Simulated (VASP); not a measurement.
Crystal: P.

```xyz
2
Lattice="3.3315 0.0000 0.0000 -1.6657 2.8852 0.0000 0.0000 0.0000 3.1664" Properties=species:S:1:pos:R:3 pbc="T T T"
P     1.6657    0.9617    0.7916
P     0.0000    1.9234    2.3748
```

This isn't the form of P at room conditions, which is orthorhombic.

| Property | Result |
| --- | --- |
| Program | VASP 6.6.1 |
| Task | relaxation of cell and atoms |
| Functional | PBE |
| Potentials or basis | VASP PAW PBE potentials, release 64 (P) |
| Cutoff | 600 eV |
| k mesh | 12 × 12 × 14 |
| Occupations | gaussian, width 0.1 eV |
| Spin | no spin polarisation |

At the start: pressure -0.1 GPa; volume 15.22 Å³/atom.

**Question.** How do energy, volume and symmetry change on relaxing?

**Answer.** Over 5 steps the energy falls by 4.4 meV/atom and the volume is 15.13 Å³/atom (-0.6 %); space group P6_3/mmc (No. 194, to 0.1 Å) before and after.

Step by step:
```csv
step,energy change (eV),largest force (eV/Å),pressure (GPa),volume (Å³)
1,0.0000,0.0000,-0.11,30.44
2,-0.0086,0.0000,-0.41,30.38
3,-0.0086,0.0000,-0.40,30.38
4,-0.0087,0.0000,0.12,30.22
5,-0.0087,0.0000,0.01,30.25
```

Final structure:
```
CELL_PARAMETERS angstrom
3.29680 0.00000 0.00000
-1.64840 2.85511 0.00000
0.00000 0.00000 3.21421
ATOMIC_POSITIONS crystal
P 0.66667 0.33333 0.25000
P 0.33333 0.66667 0.75000
```
